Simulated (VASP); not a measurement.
Crystal: PbO2.

```
Pb O
1.0
    -1.70767    2.99727    0.03508
    -0.03284   -1.96476    4.51675
     5.02987    2.94350   -0.03972
Pb O
2 4
Direct
  0.98516 0.99043 0.00071
  0.48129 0.99541 0.49744
  0.38101 0.76721 0.11894
  0.88092 0.77038 0.63293
  0.13297 0.25293 0.38326
  0.63865 0.22364 0.86672
```

- Program: VASP 6.6.1
- Task: relaxation of cell and atoms
- Functional: PBE
- Potentials or basis: VASP PAW PBE potentials, release 64 (Pb_d, O)
- Cutoff: 600 eV
- k mesh: 6 × 6 × 4
- Occupations: gaussian, width 0.2 eV
- Spin: no spin polarisation

At the start: pressure 2.5 GPa; volume 15.17 Å³/atom.

Task: Where does the relaxation end?

Result: Over 23 steps the energy falls by 39.4 meV/atom and the volume is 14.95 Å³/atom (-1.4 %); space group R-3m (No. 166, to 0.05 Å).

Step by step:
```csv
step,energy change (eV),largest force (eV/Å),pressure (GPa),volume (Å³)
1,0.0000,1.0216,2.51,91.00
2,-0.1734,0.6394,-2.67,94.14
3,-0.1739,0.6217,-2.90,94.32
4,-0.2198,0.2178,0.79,91.48
5,-0.2220,0.1800,0.11,91.96
6,-0.2284,0.0972,0.05,91.92
7,-0.2296,0.1207,0.03,91.89
8,-0.2312,0.0773,-0.18,91.93
9,-0.2313,0.1003,-0.26,91.94
10,-0.2325,0.0573,-0.11,91.68
11,-0.2329,0.0635,0.04,91.44
12,-0.2330,0.0727,0.07,91.39
13,-0.2337,0.0620,-0.12,91.33
14,-0.2340,0.0784,-0.34,91.26
15,-0.2344,0.0644,-0.29,91.11
16,-0.2353,0.0447,-0.15,90.67
17,-0.2349,0.1060,0.21,89.77
18,-0.2355,0.0599,0.02,90.31
19,-0.2358,0.0475,-0.01,90.22
20,-0.2364,0.0311,-0.03,89.96
21,-0.2359,0.0767,-0.05,89.43
22,-0.2365,0.0433,-0.02,89.81
23,-0.2367,0.0219,-0.01,89.70
```

Final structure:
```
Pb O
1.0
    -1.73017    2.99417    0.00548
     0.00192   -1.98817    4.32106
     5.19393    2.99756    0.01085
Pb O
2 4
Direct
  0.99932 0.99995 0.00006
  0.50016 0.99999 0.49985
  0.38225 0.76226 0.12770
  0.88216 0.76199 0.62765
  0.11901 0.23822 0.37237
  0.61711 0.23759 0.87236
```
